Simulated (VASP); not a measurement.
Here is a VASP 6.6.1 calculation.

The input POSCAR:

```
Ti
1.0
    0.0000000000      2.0604500000      2.0300000000
    2.0604500000      0.0000000000      2.0300000000
    2.0604500000      2.0604500000      0.0000000000
Ti
1
Direct
    0.0000000000      0.0000000000      0.0000000000
```

INCAR.step1

```
SYSTEM = Ti
ALGO = Normal ; EDIFF = 1E-4
ENCUT = 520 ; GGA = PE
ISMEAR = 0 ; LASPH = .TRUE.
LCHARG = .FALSE. ; LREAL = .FALSE.
LWAVE = .TRUE. ; NBANDS = 12
NELM = 60 ; PREC = Accurate
SIGMA = 0.15
```

The input INCAR.step2:

```
SYSTEM = Ti
ALGO = Normal ; EDIFF = 1E-7
ENCUT = 520 ; ISIF = 2
ISMEAR = 0 ; ISTART = 1
LASPH = .TRUE. ; LCHARG = .TRUE.
LELF = .TRUE. ; LMIXTAU = .TRUE.
LREAL = .FALSE. ; LVHAR = .TRUE.
LWAVE = .FALSE. ; METAGGA = R2SCAN
NBANDS = 12 ; NELM = 60
PREC = Accurate ; SIGMA = 0.15
```

Contents of KPOINTS:

```
k-points
0
G
  20 20 20
  0 0 0
```

Potentials or basis: VASP PAW PBE potentials, release 64 (Ti_sv).

Launch:

```bash
$ cat potpaw_PBE.64/Ti_sv/POTCAR > POTCAR
$ cp INCAR.step1 INCAR
$ mpirun -np 1 vasp_std > vasp.out
$ cp INCAR.step2 INCAR
$ mpirun -np 1 vasp_std > vasp.out
```

Q: Estimate the band gap on the k mesh.

A: Zero (bands 6 and 7 overlap by 1.44 eV).

Q: Predict the pressure.

A: 1.3 GPa.

Stress tensor (GPa, compression positive):
```
1.08 0.00 0.00
0.00 1.08 0.00
0.00 0.00 1.60
```

Caveat: the cell differs from its parent crystal (strain +0.015 along x and y, +0.000 along z); the PAW data sets were made with another functional, which shifts forces and pressure a little.
